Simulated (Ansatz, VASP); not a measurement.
**One calculation of CoSi, two programs**

```
Co Si
1.0
     2.83854    0.00000    0.00000
     0.00000    2.83854    0.00000
     0.00000    0.00000    2.66348
Co Si
1 1
Direct
  0.50000 0.50000 0.00000
  0.00000 0.00000 0.50000
```

Alike in both runs: functional PBE; k mesh 20 × 20 × 20; occupations gaussian, width 0.1 eV; no spin polarisation.

Ansatz relaxed the structure, and its values are those at the end. VASP's run is a single point on that final structure, the one shown.

|  | VASP | Ansatz |
| --- | --- | --- |
| version | VASP 6.6.1 | Ansatz 0.2.0 |
| potentials or method | VASP PAW PBE potentials, release 64 (Co, Si), cutoff 520 eV | scalar-relativistic, plane waves, PAW |
| valence electrons in the cell | 13 | 21 |

```tsv
	VASP	Ansatz	Ansatz less VASP
gap on the k mesh at the Fermi level (eV)	none	none	-
pressure (GPa)	-0.1	0.0	+0.08
```

A gap of «none» marks a metal or a gap that the smearing closes. With one functional, cell and mesh, what is left measures potentials, basis and numerics. VASP's potentials hold 13 valence electrons a cell and Ansatz's 21, so a difference there can come from the potentials and not from the codes.
